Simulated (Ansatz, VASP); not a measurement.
Ge: VASP beside Ansatz

File INCAR:

```
SYSTEM = Ge
AGGAC = 1.0
AGGAX = 1.0
ALDAC = 0.0
ALDAX = 1.0
ALGO = Normal
EDIFF = 1E-7
EDIFFG = -0.01
ENCUT = 500
GGA = B5
GGA_COMPAT = .False.
IBRION = 2
ISIF = 3
ISMEAR = -1
LASPH = .True.
LCHARG = .False.
LREAL = .False.
LWAVE = .False.
NELM = 120
NELMIN = 4
NSW = 80
PREC = Accurate
SIGMA = 0.1
```

File KPOINTS:

```
k-points
0
Gamma
  11 11 11
  0 0 0
```

POSCAR

```
Ge
1.0
    2.7491475330      0.0000000000      0.0000000000
    0.0000000000      2.7491475330      0.0000000000
    0.0000000000      0.0000000000      2.7491475330
Ge
1
Direct
    0.0000000000      0.0000000000      0.0000000000
```

Input for Ansatz:

```yaml
crystal:
  lattice:
    - [2.749147533, 0.0, 0.0]
    - [0.0, 2.749147533, 0.0]
    - [0.0, 0.0, 2.749147533]
  atoms:
    - { symbol: Ge, position: [0.0, 0.0, 0.0] }
hamiltonian:
  xc: blyp
  pseudopotentials:
    kind: paw
    azcp:
      Ge: "pseudopotentials/Ge.paw.azcp"
basis:
  ecutwfc: 420
  fft_grid_basis: typed
kpoints:
  mp_grid: { grid: [11, 11, 11], shift: [0, 0, 0] }
magnetization:
  spin_polarized: false
scf:
  occupations: { method: fermi_dirac, width: 0.1 }
relax:
  max_steps: 60
  f_tol: 0.01
  cell: {}
```

Alike in both runs: task relaxation of cell and atoms; functional BLYP; k mesh 11 × 11 × 11; occupations fermi-dirac, width 0.1 eV; no spin polarisation.

|  | VASP | Ansatz |
| --- | --- | --- |
| version | VASP 6.6.1 | Ansatz 0.2.0 |
| potentials or method | VASP PAW PBE potentials, release 64 (Ge_d), cutoff 500 eV | plane waves (420 eV) with PAW, scalar-relativistic |
| valence electrons in the cell | 14 | 14 |

Ansatz gave:

| Property | Result |
| --- | --- |
| relaxed volume (Å³/atom) | 21.89 |
| relaxed cell length with the largest relative difference (Å) | 2.797 |

Question: Estimate VASP's values.

Answer: Relaxed volume (Å³/atom): 21.95; relaxed cell length with the largest relative difference (Å): 2.800.

VASP's potentials were made for PBE, not for BLYP.
